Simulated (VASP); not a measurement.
# MoS2 (P6_3/mmc) in VASP: further runs, part 3 of 3

VASP 6.6.1. Earlier steps stand in the parts before.

**6. Single point, PBEsol**

This run uses another cell than the first one, of the same volume but with other edges.

Contents of INCAR:

```
PREC     = Accurate       # precision mode
ENCUT    = 520            # plane-wave cutoff, eV
EDIFF    = 1E-6           # SCF threshold, eV
ISMEAR   = 1              # smearing method
SIGMA    = 0.143          # smearing width, eV
LREAL    = False          # projectors in reciprocal space
LASPH    = True           # aspherical terms in the spheres
NELM     = 100            # most SCF steps
ALGO     = Normal         # electronic algorithm
ISIF     = 2              # what is computed and relaxed
LWAVE    = False          # write WAVECAR
LCHARG   = True           # write CHGCAR
GGA      = PS             # functional
LELF     = True           # ELF
LVHAR    = True         
NBANDS   = 35             # bands
```

Contents of KPOINTS:

```
regular mesh
0
Gamma
  12 12 2
```

Contents of POSCAR:

```
MoS2
1.0
    3.1416453611      0.0000000000      0.0000000000
   -1.5708226806      2.7207446923      0.0000000000
    0.0000000000      0.0000000000     12.5702639933
Mo S
2 4
Direct
    0.3333333333      0.6666666667      0.2500000000
    0.6666666667      0.3333333333      0.7500000000
    0.3333333333      0.6666666667      0.6259932117
    0.6666666667      0.3333333333      0.1259932117
    0.3333333333      0.6666666667      0.8740067883
    0.6666666667      0.3333333333      0.3740067883
```

Potentials or basis: VASP PAW PBE potentials, release 64 (Mo_sv, S).

Command:

```
> cat potpaw_PBE.64/Mo_sv/POTCAR potpaw_PBE.64/S/POTCAR > POTCAR
> mpirun -np 1 vasp_std > vasp.out
```

OUTCAR:

```text
PREC = Accurate
   ENCUT = 520
   EDIFF = 1E-6
   ISMEAR = 1
   LREAL = False
   LASPH = True
   NELM = 100
   ISIF = 2
   GGA = PS

 ion  position               nearest neighbor table
   1  0.333  0.667  0.250-   4 2.39   6 2.39   4 2.39   6 2.39   4 2.39   6 2.39
   2  0.667  0.333  0.750-   3 2.39   5 2.39   3 2.39   5 2.39   3 2.39   5 2.39
   3  0.333  0.667  0.626-   2 2.39   2 2.39   2 2.39
   4  0.667  0.333  0.126-   1 2.39   1 2.39   1 2.39
   5  0.333  0.667  0.874-   2 2.39   2 2.39   2 2.39
   6  0.667  0.333  0.374-   1 2.39   1 2.39   1 2.39

  LATTYP: Found a hexagonal cell.
 ALAT       =     3.1416453611
 C/A-ratio  =     4.0011721721

  Lattice vectors:

 A1 = (   3.1416453611,   0.0000000000,   0.0000000000)
 A2 = (  -1.5708226806,   2.7207446923,   0.0000000000)
 A3 = (   0.0000000000,   0.0000000000,  12.5702639933)

Analysis of symmetry for initial positions (statically):
=====================================================================
 Subroutine PRICEL returns:
 Original cell was already a primitive cell.

 Routine SETGRP: Setting up the symmetry group for a
 hexagonal supercell.

 Subroutine GETGRP returns: Found 24 space group operations
 (whereof 12 operations were pure point group operations)
 out of a pool of 24 trial point group operations.

The static configuration has the point symmetry D_3d.
 The point group associated with its full space group is D_6h.

Analysis of symmetry for dynamics (positions and initial velocities):
=====================================================================
 Subroutine PRICEL returns:
 Original cell was already a primitive cell.

 Routine SETGRP: Setting up the symmetry group for a
 hexagonal supercell.

 Subroutine GETGRP returns: Found 24 space group operations
 (whereof 12 operations were pure point group operations)
 out of a pool of 24 trial point group operations.
[... 125 lines left out ...]
   ISMEAR =     1;   SIGMA  =   0.14  broadening in eV -4-tet -1-fermi 0-gaus
   EFERMI_NEDOS =   21; number of points for ismear=-14 and -15
   IALGO  =     38    algorithm
   IMIX   =      4    mixing-type and parameters
     AMIX     =   0.40;   BMIX     =  1.00
     AMIX_MAG =   1.60;   BMIX_MAG =  1.00
  volume/ion in A,a.u.               =      17.91       120.85
  Fermi-wavevector in a.u.,A,eV,Ry     =   1.285325  2.428911 22.477633  1.652059
  Thomas-Fermi vector in A             =   2.417466
   LORBIT       =      0    0 simple, 1 ext, 2 COOP (PROOUT), +10 PAW based schemes
   GGA     = PS    functional components
   LHFCALC =     F    Hartree Fock is set to
   AEXX    =    0.0000 exact exchange contribution
   IVDW    =     0    specifies the selected vdW correction
   LEPSILON=     F    determine dielectric tensor
   LRPA    =     F    only Hartree local field effects (RPA)
 non-spin polarized calculation
 Methfessel and Paxton  Order N= 1 SIGMA  =   0.14
  energy-cutoff  :      520.00
  volume of cell :      107.45
 maximum number of plane-waves:      2922
 NGX is ok and might be reduce to    24

 number of electron      52.0000003 magnetization

 Free energy of the ion-electron system (eV)
  ---------------------------------------------------
  ext. energy  EPLUGINS =         0.00000000
  ---------------------------------------------------
  free energy    TOTEN  =       -46.90560136 eV

  energy without entropy =      -46.90575048  energy(sigma->0) =      -46.90565106

 E-fermi :   7.3550     XC(G=0): -10.9285

 val. band max:        7.2708645764   @ k =   0.0000   0.0000   0.0000
 cond. band min:       8.2619628160   @ k =   0.1667   0.1667   0.0000
 fundamental gap:      0.9910982396
 Fermi energy:         7.3550119541

 k-point     1 :       0.0000    0.0000    0.0000
  band No.  band energies     occupation
      1     -54.0160      2.00000
      2     -54.0160      2.00000
      3     -28.2273      2.00000
      4     -28.2273      2.00000
      5     -27.9651      2.00000
      6     -27.9651      2.00000
[... 901 lines left out ...]
     34      10.9373      0.00000
     35      14.0820      0.00000

 [... further k-points ...]
[... 5 lines left out ...]
  --------------------------------------------------------------------------------------
  -------------------------------------------------------------------------------------
  Total       -0.0129191     -0.0129191     -0.0021542      0.0000000      0.0000000     -0.0000000
  in kB       -0.1926424     -0.1926424     -0.0321228      0.0000000      0.0000000     -0.0000000
  external PRESSURE =      -0.1391359 kB  Pullay stress =       0.0000000 kB

 VOLUME and BASIS-vectors are now :
 -----------------------------------------------------------------------------
  energy-cutoff  :      520.00
  volume of cell :      107.45
      direct lattice vectors                 reciprocal lattice vectors
     3.141645361  0.000000000  0.000000000     0.318304546  0.183773215  0.000000000
    -1.570822681  2.720744692  0.000000000     0.000000000  0.367546431  0.000000000
     0.000000000  0.000000000 12.570263993     0.000000000  0.000000000  0.079552824

 POSITION                                       TOTAL-FORCE (eV/Angst)
 -----------------------------------------------------------------------------------
     -0.00000      1.81383      3.14257        -0.000000     -0.000000      0.000000
      1.57082      0.90691      9.42770         0.000000      0.000000      0.000000
     -0.00000      1.81383      7.86890        -0.000000      0.000000     -0.003763
      1.57082      0.90691      1.58377         0.000000     -0.000000     -0.003763
     -0.00000      1.81383     10.98650        -0.000000      0.000000      0.003763
      1.57082      0.90691      4.70136        -0.000000      0.000000      0.003763
 -----------------------------------------------------------------------------------
    total drift:                                0.000000     -0.000000      0.000000

  FREE ENERGIE OF THE ION-ELECTRON SYSTEM (eV)
  ---------------------------------------------------
  free  energy   TOTEN  =       -46.9056013561 eV

  energy  without entropy=      -46.9057504809  energy(sigma->0) =      -46.90565106
```

stdout:

```text
POSCAR found type information on POSCAR MoS
 POSCAR found :  2 types and       6 ions
 scaLAPACK will be used
 -----------------------------------------------------------------------------
|                                                                             |
|                                                                             |
|     You enforced a specific xc type in the INCAR file but a different       |
|     I HOPE YOU KNOW WHAT YOU ARE DOING!                                     |
|                                                                             |
 -----------------------------------------------------------------------------

 LDA part: xc-table for (Slater+PW92), standard interpolation
 POSCAR, INCAR and KPOINTS ok, starting setup
 FFT: planning ... GRIDC
 FFT: planning ... GRID_SOFT
 FFT: planning ... GRID
 WAVECAR not read
 entering main loop
```

Run time: 97 s. Hardware: 1 thread of Intel Xeon Platinum 8259CL at 2.50GHz (Skylake/Cascade Lake), shared host; peak memory 0.28 GiB.

What came out:

```yaml
Free_energy: -46.9056 eV
Pressure: 0.0 GPa
Largest_force: 0.004 eV/Å
Band_gap_on_the_k_mesh: 0.99 eV (least direct gap 1.74 eV)
```

Forces on the atoms (eV/Å):
```
Mo   0.000  0.000  0.000
Mo   0.000  0.000  0.000
S    0.000  0.000 -0.004
S    0.000  0.000 -0.004
S    0.000  0.000  0.004
S    0.000  0.000  0.004
```

Caveat: the PAW data sets were made with another functional, which shifts forces and pressure a little; this functional lacks dispersion, which binds the layers, so the pressure and a relaxed spacing across them are unreliable.

**7. Overview**

| cell | smearing | gap on the mesh (eV) | pressure (GPa) | largest force (eV/Å) |
| --- | --- | --- | --- | --- |
| a = 3.173, b = 3.173, c = 12.319 Å, angles 90.0, 90.0, 120.0°, 6 atoms | methfessel-paxton 0.115 eV | 0.81 | 0.4 | 0.40 |
| a = 3.110, b = 3.110, c = 12.822 Å, angles 90.0, 90.0, 120.0°, 6 atoms | methfessel-paxton 0.16 eV | 1.11 | -0.2 | 0.37 |
| a = 3.204, b = 3.204, c = 12.068 Å, angles 90.0, 90.0, 120.0°, 6 atoms | methfessel-paxton 0.0566 eV | 0.41 | 0.8 | 0.81 |
| a = 3.079, b = 3.079, c = 13.073 Å, angles 90.0, 90.0, 120.0°, 6 atoms | methfessel-paxton 0.175 eV | 1.24 | -0.4 | 0.73 |
| a = 3.142, b = 3.142, c = 12.570 Å, angles 90.0, 90.0, 120.0°, 6 atoms | methfessel-paxton 0.143 eV | 0.99 | 0.0 | - |

Alike in all rows: task single point; level PBEsol; potentials or basis VASP PAW PBE potentials, release 64 (Mo_sv, S); no spin polarisation; k mesh 12 × 12 × 2; cutoff (eV) 520.

Caveats: the PAW data sets were made with another functional, which shifts forces and pressure a little; this functional lacks dispersion, which binds the layers, so the pressure and a relaxed spacing across them are unreliable.

Total energies depend on the potentials used, so only differences within one code and one set of settings carry meaning.

**8. Comparison with measurements**

Step 2. Measured gap of MoS2: 1.3 eV (indirect; 300 K; “Multiwavelength excitation Raman Scattering Analysis of bulk and 2 dimensional MoS2: Vibrational properties of atomically thin MoS2 layers”, 2015, arxiv:1506.03228). This calculation gives 0.81 eV (-0.49 eV). Spin-orbit coupling on Mo is left out. The value is that of PBEsol on a finite k mesh, which can miss the band edges, without temperature or zero-point motion. Semilocal functionals fall short of measured gaps as a rule.

Step 3. A measured gap of MoS2 is 1.3 eV (indirect; 300 K; “Multiwavelength excitation Raman Scattering Analysis of bulk and 2 dimensional MoS2: Vibrational properties of atomically thin MoS2 layers”, 2015, arxiv:1506.03228); the calculated 1.11 eV misses it by -0.19 eV. Spin-orbit coupling on Mo is left out. The value is that of PBEsol on a finite k mesh, which can miss the band edges, without temperature or zero-point motion. Semilocal functionals fall short of measured gaps as a rule.

Step 4. Against the measured gap of MoS2, 1.3 eV (indirect; 300 K; “Multiwavelength excitation Raman Scattering Analysis of bulk and 2 dimensional MoS2: Vibrational properties of atomically thin MoS2 layers”, 2015, arxiv:1506.03228), the calculated 0.41 eV is off by -0.89 eV. Spin-orbit coupling on Mo is left out. The value is that of PBEsol on a finite k mesh, which can miss the band edges, without temperature or zero-point motion. Semilocal functionals fall short of measured gaps as a rule.

Step 5. A measured gap of MoS2 is 1.3 eV (indirect; 300 K; “Multiwavelength excitation Raman Scattering Analysis of bulk and 2 dimensional MoS2: Vibrational properties of atomically thin MoS2 layers”, 2015, arxiv:1506.03228); the calculated 1.24 eV misses it by -0.06 eV. Spin-orbit coupling on Mo is left out. The value is that of PBEsol on a finite k mesh, which can miss the band edges, without temperature or zero-point motion. Semilocal functionals fall short of measured gaps as a rule.

Step 6. Measured gap of MoS2: 1.3 eV (indirect; 300 K; “Multiwavelength excitation Raman Scattering Analysis of bulk and 2 dimensional MoS2: Vibrational properties of atomically thin MoS2 layers”, 2015, arxiv:1506.03228). This calculation gives 0.99 eV (-0.31 eV). Spin-orbit coupling on Mo is left out. The value is that of PBEsol on a finite k mesh, which can miss the band edges, without temperature or zero-point motion. Semilocal functionals fall short of measured gaps as a rule.
